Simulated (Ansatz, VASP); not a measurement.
# TaN in VASP and in Ansatz

```
Ta N
1.0
     3.03781    0.00000    0.00000
    -1.51890    2.63082    0.00000
     0.00000    0.00000    4.90155
Ta N
2 2
Direct
  0.00000 0.00000 0.00000
  0.00000 0.00000 0.50000
  0.33333 0.66667 0.25000
  0.66667 0.33333 0.75000
```

Change from the starting cell: volume scaled by 0.99, crystal datasets.

Alike in both runs: task electric field gradients; functional PBE; k mesh 9 × 9 × 5; occupations fermi-dirac, width 0.01 eV; no spin polarisation.

|  | VASP | Ansatz |
| --- | --- | --- |
| version | VASP 6.6.1 | Ansatz 0.2.0 |
| potentials or method | VASP PAW PBE potentials, release 64 (Ta_pv, N), cutoff 520 eV | all-electron PAW with datasets made for the crystal, scalar-relativistic |

```csv
,VASP,Ansatz,Ansatz less VASP
pressure (GPa),66.7,64.6,-2.06
"traceless stress, the component that is largest in VASP (GPa)",58.72,58.08,-0.641
size of Vzz on the site where it differs most (V/Å²),175.3,197.8,+22.48
```

Both programs put the cell under a high pressure, so it lies far from rest at this level. Ansatz ran all-electron here, and VASP with PAW potentials.

Spin-orbit coupling is off throughout. Noted on VASP's run: the cell as given lies far from equilibrium.
